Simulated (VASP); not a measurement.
TaN: single point with PBE

TaN:

```
Ta N
1.0
     0.85202    2.67776    2.67776
     2.67776    0.85202    2.67776
     2.67776    2.67776    0.85202
Ta N
1 1
Direct
  0.50000 0.50000 0.50000
  0.00000 0.00000 0.00000
```

This cell differs from its parent crystal: ratio of the length along [111] to the lengths across it x 1.7, volume and fractional coordinates fixed.

| Property | Result |
| --- | --- |
| Program | VASP 6.6.1 |
| Task | single point |
| Functional | PBE |
| Potentials or basis | VASP PAW PBE potentials, release 64 (Ta_pv, N) |
| Cutoff | 520 eV |
| k mesh | 20 × 20 × 20 |
| Occupations | gaussian, width 0.15 eV |
| Spin | no spin polarisation |

```json
{
 "Pressure": "32.0 GPa",
 "Band gap on the k mesh": "zero (band 8 reaches 8.22 eV, above the bottom of band 9 at 7.19 eV)"
}
```

Stress tensor (GPa, compression positive):
```
 31.99 -62.92 -62.92
-62.92  31.99 -62.92
-62.92 -62.92  31.99
```

Levels at points of the mesh, in eV from the Fermi level:
| k point | band 4 | band 5 | band 6 | band 7 | band 8 | band 9 | band 10 | band 11 | band 12 | band 13 |
| --- | --- | --- | --- | --- | --- | --- | --- | --- | --- | --- |
| (0.00, 0.00, 0.00) | -16.64 | -5.64 | -3.61 | 0.20 | 0.20 | 1.23 | 1.23 | 5.19 | 5.19 | 6.54 |
| (0.50, 0.00, 0.00) | -12.82 | -7.68 | -7.40 | -3.12 | -1.82 | 6.77 | 6.91 | 7.04 | 8.34 | 9.23 |
| (0.50, 0.50, 0.00) | -14.13 | -5.36 | -4.99 | -2.65 | -0.08 | 0.39 | 3.59 | 4.10 | 9.16 | 9.89 |
| (0.50, 0.50, 0.50) | -14.94 | -8.89 | -2.34 | -1.15 | -1.15 | 2.36 | 2.36 | 6.84 | 6.84 | 10.12 |

Run time: 5.7 min on 1 thread of AMD EPYC 9R45 (Zen 5), with other jobs on the host, peak memory 0.34 GiB.

Caveat: spin-orbit coupling is left out, which moves the levels of the heavy elements.
